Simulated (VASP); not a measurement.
A run of VASP 6.6.1 is set up as follows.

File INCAR:

```
PREC = Accurate
ENCUT = 600
EDIFF = 1E-6
ISMEAR = 0
SIGMA = 0.02
LREAL = F
LASPH = T
NELM = 120
ALGO = Normal
ISIF = 2
LWAVE = F
LCHARG = F
GGA = PE
NBANDS = 11
GGA_COMPAT = F
```

Contents of KPOINTS:

```
regular mesh
0
Gamma
  10 10 10
```

Contents of POSCAR:

```
BN
1.0
    0.0000000000      1.8075000000      1.8075000000
    1.8075000000      0.0000000000      1.8075000000
    1.8075000000      1.8075000000      0.0000000000
B N
1 1
Direct
    0.0000000000      0.0000000000      0.0000000000
    0.2500000000      0.2500000000      0.2500000000
```

Potentials or basis: VASP PAW PBE potentials, release 64 (B, N).

The run is started by

```console
$ cat potpaw_PBE.64/B/POTCAR potpaw_PBE.64/N/POTCAR > POTCAR
$ mpirun -np 1 vasp_std > vasp.out
```

(1) What does it give for the pressure?

(2) Estimate the band gap on the k mesh.

## Answers

(1) 3.0 GPa.

(2) 4.46 eV (least direct gap 8.82 eV).

Caveat: the cell stands under pressure.
